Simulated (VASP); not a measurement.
# SrO (Fm-3m) in VASP: a series of runs, part 3 of 3

VASP 6.6.1. Earlier steps stand in the parts before.

## (6) Electric field gradients, PBEsol (volume scaled by 0.98)

INCAR reads:

```
  ALGO = Normal
  EDIFF = 1E-8
  ENCUT = 520
  GGA = PS
  ISIF = 2
  ISMEAR = -1
  LASPH = True
  LCHARG = False
  LEFG = True
  LREAL = False
  LWAVE = False
  NBANDS = 15
  NELM = 60
  PREC = Accurate
  SIGMA = 0.03
```

KPOINTS reads:

```
k-points
0
Gamma
  8 8 8
```

POSCAR reads:

```
SrO
1.0
    0.0000000000      2.5525525005      2.5525525005
    2.5525525005      0.0000000000      2.5525525005
    2.5525525005      2.5525525005      0.0000000000
Sr O
1 1
Direct
    0.0000000000      0.0000000000      0.0000000000
    0.5000000000      0.5000000000      0.5000000000
```

Potentials or basis: VASP PAW PBE potentials, release 64 (Sr_sv, O).

Started as:

```
$ cat potpaw_PBE.64/Sr_sv/POTCAR potpaw_PBE.64/O/POTCAR > POTCAR
$ mpirun -np 1 vasp_std > vasp.out
```

OUTCAR:

```text
EDIFF = 1E-8
   ENCUT = 520
   GGA = PS
   ISIF = 2
   ISMEAR = -1
   LASPH = True
   LREAL = False
   NELM = 60
   PREC = Accurate

 ion  position               nearest neighbor table
   1  0.000  0.000  0.000-   2 2.55   2 2.55   2 2.55   2 2.55   2 2.55   2 2.55
   2  0.500  0.500  0.500-   1 2.55   1 2.55   1 2.55   1 2.55   1 2.55   1 2.55

  LATTYP: Found a face centered cubic cell.
 ALAT       =     5.1051050010

  Lattice vectors:

 A1 = (   0.0000000000,   2.5525525005,   2.5525525005)
 A2 = (   2.5525525005,   0.0000000000,   2.5525525005)
 A3 = (   2.5525525005,   2.5525525005,   0.0000000000)

Analysis of symmetry for initial positions (statically):
=====================================================================
 Subroutine PRICEL returns:
 Original cell was already a primitive cell.

 Routine SETGRP: Setting up the symmetry group for a
 face centered cubic supercell.

[... 620 lines left out ...]
      direct lattice vectors                 reciprocal lattice vectors
     0.000000000  2.552552501  2.552552501    -0.195882357  0.195882357  0.195882357
     2.552552501  0.000000000  2.552552501     0.195882357 -0.195882357  0.195882357
     2.552552501  2.552552501  0.000000000     0.195882357  0.195882357 -0.195882357

 POSITION                                       TOTAL-FORCE (eV/Angst)
 -----------------------------------------------------------------------------------
      0.00000      0.00000      0.00000        -0.000000     -0.000000      0.000000
      2.55255      2.55255      2.55255         0.000000      0.000000     -0.000000
 -----------------------------------------------------------------------------------
    total drift:                                0.000000      0.000000      0.000000

  FREE ENERGIE OF THE ION-ELECTRON SYSTEM (eV)
  ---------------------------------------------------
  free  energy   TOTEN  =       -12.6364551560 eV

  energy  without entropy=      -12.6364551560  energy(sigma->0) =      -12.63645516

 Electric field gradients (V/A^2)
---------------------------------------------------------------------
 ion       V_xx      V_yy      V_zz      V_xy      V_xz      V_yz
---------------------------------------------------------------------
   1       0.000     0.000    -0.000     0.000     0.000     0.000
   2      -0.000    -0.000    -0.000    -0.001    -0.001    -0.001
---------------------------------------------------------------------

 Electric field gradients after diagonalization (V/A^2)
 (convention: |V_zz| > |V_xx| > |V_yy|)
----------------------------------------------------------------------
 ion       V_xx      V_yy      V_zz     asymmetry (V_yy - V_xx)/ V_zz
----------------------------------------------------------------------
   1      -0.000    -0.000     0.000       0.000
   2       0.001     0.001    -0.003       0.000
----------------------------------------------------------------------

           NMR quadrupolar parameters

 Cq : quadrupolar parameter    Cq=e*Q*V_zz/h
 eta: asymmetry parameters     (V_yy - V_xx)/ V_zz
 Q  : nuclear electric quadrupole moment in mb (millibarn)
----------------------------------------------------------------------
 ion       Cq(MHz)       eta       Q (mb)
----------------------------------------------------------------------
   1       0.000       0.000       1.000
   2      -0.000       0.000       1.000
----------------------------------------------------------------------
```

OSZICAR:

```text
N       E                     dE             d eps       ncg     rms          rms(c)
DAV:   1     0.631348463964E+02    0.63135E+02   -0.85035E+03   870   0.105E+03
DAV:   2    -0.115895664248E+02   -0.74724E+02   -0.68227E+02  1195   0.215E+02
DAV:   3    -0.145559297393E+02   -0.29664E+01   -0.29506E+01  1128   0.382E+01
DAV:   4    -0.146163417536E+02   -0.60412E-01   -0.60408E-01  1079   0.530E+00
DAV:   5    -0.146179225159E+02   -0.15808E-02   -0.15808E-02  1098   0.689E-01    0.178E+01
DAV:   6    -0.128032731988E+02    0.18146E+01   -0.56534E+00   891   0.185E+01    0.207E+01
DAV:   7    -0.126623057974E+02    0.14097E+00   -0.27885E-01  1059   0.467E+00    0.122E+01
DAV:   8    -0.126353312510E+02    0.26975E-01   -0.12032E-01  1143   0.336E+00    0.452E-01
DAV:   9    -0.126362727495E+02   -0.94150E-03   -0.57425E-03  1116   0.465E-01    0.229E-01
DAV:  10    -0.126363746754E+02   -0.10193E-03   -0.26902E-04   982   0.165E-01    0.843E-02
DAV:  11    -0.126364467132E+02   -0.72038E-04   -0.83445E-05   983   0.721E-02    0.245E-02
DAV:  12    -0.126364553429E+02   -0.86297E-05   -0.11288E-05   968   0.286E-02    0.101E-02
DAV:  13    -0.126364553757E+02   -0.32835E-07   -0.11031E-06  1010   0.834E-03    0.278E-03
DAV:  14    -0.126364551463E+02    0.22941E-06   -0.75776E-08  1087   0.227E-03    0.878E-04
DAV:  15    -0.126364551560E+02   -0.97136E-08   -0.29132E-09   694   0.560E-04
   1 F= -.12636455E+02 E0= -.12636455E+02  d E =-.269283E-11
```

Run time: 15 s. Hardware: 1 thread of Intel Xeon Platinum 8375C at 2.90GHz (Ice Lake), shared host; peak memory 0.16 GiB.

Results:

- Free energy: -12.6365 eV
- Pressure: 1.6 GPa
- Band gap on the k mesh: 3.14 eV, indirect (least direct gap 3.21 eV)

Levels at points of the mesh, in eV from the valence-band top:
```tsv
k point	band 5	band 6	band 7	band 8	band 9	band 10	band 11	band 12
(0.00, 0.00, 0.00)	-13.79	0.00	0.00	0.00	3.98	6.21	6.21	6.21
(0.50, 0.00, 0.00)	-12.59	-2.27	-1.20	-1.20	6.58	8.46	8.97	8.97
(0.50, 0.50, 0.00)	-14.20	-0.40	-0.07	-0.07	3.14	7.93	10.34	10.41
```

Caveat: without QUAD_EFG the Cq values of the log hold for a quadrupole moment of 1 mb, not for the nuclei; the PAW data sets were made with another functional, which shifts forces and pressure a little. A k mesh can miss the band edges.

## (7) The runs side by side

```tsv
cell	gap on the mesh (eV)	pressure (GPa)
a = 3.634 Å, angles 60.0°, 2 atoms	3.15	-0.3
a = 3.560 Å, angles 60.0°, 2 atoms	3.10	6.3
a = 3.610 Å, angles 60.0°, 2 atoms	3.14	1.6
```

Alike in all rows: task electric field gradients; level PBEsol; potentials or basis VASP PAW PBE potentials, release 64 (Sr_sv, O); no spin polarisation; k mesh 8 × 8 × 8; cutoff (eV) 520; smearing fermi-dirac 0.03 eV.

Caveats: the PAW data sets were made with another functional, which shifts forces and pressure a little.

Absolute energies hang on the potentials; compare differences alone.
